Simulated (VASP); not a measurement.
Write the native input for VASP 6.6.1 that does the following.

| Property | Result |
| --- | --- |
| Task | single point |
| Functional | PBE |
| Potentials or basis | VASP PAW PBE potentials, release 64 (Lu) |
| Cutoff | 520 eV |
| k mesh | 15 × 15 × 15 |
| Occupations | fermi-dirac, width 0.05 eV |
| Spin | no spin polarisation |
| Dipole correction | no |
| Further INCAR settings | ALGO = Normal; EDIFF = 1e-06; NBANDS = 18 |

The structure of Lu lies in POSCAR:

```
Lu
1.0
    2.4495528775      0.0000000000      0.0000000000
    0.0000000000      2.4495528775      0.0000000000
    0.0000000000      0.0000000000      2.4495528775
Lu
1
Direct
    0.0000000000      0.0000000000      0.0000000000
```

This isn't the form of Lu at room conditions, which is hcp.

The input as run:

INCAR

```
SYSTEM = Lu
  PREC = Accurate
  ENCUT = 520
  EDIFF = 1E-6
  ISMEAR = -1
  SIGMA = 0.05
  LREAL = .False.
  LASPH = .True.
  NELM = 80
  ALGO = Normal
  ISIF = 2
  LWAVE = .False.
  LCHARG = .False.
  GGA = PE
  NBANDS = 18
```

KPOINTS

```
regular mesh
0
Gamma
  15 15 15
  0 0 0
```

Potentials or basis: VASP PAW PBE potentials, release 64 (Lu).

The run is started by

```bash
$ cat potpaw_PBE.64/Lu/POTCAR > POTCAR
$ mpirun -np 1 vasp_std > vasp.out
```

Results of the run:

```yaml
Pressure: 103.0 GPa
Band_gap_on_the_k_mesh: zero (an odd number of electrons rules out a gap without spin polarisation)
```

Caveat: the cell stands under pressure; spin-orbit coupling is left out, which moves the levels of the heavy elements.

Run time: 17 s on 1 thread of AMD EPYC 9R45 96-Core Processor (Zen 5), on a shared host, peak memory 0.12 GiB.
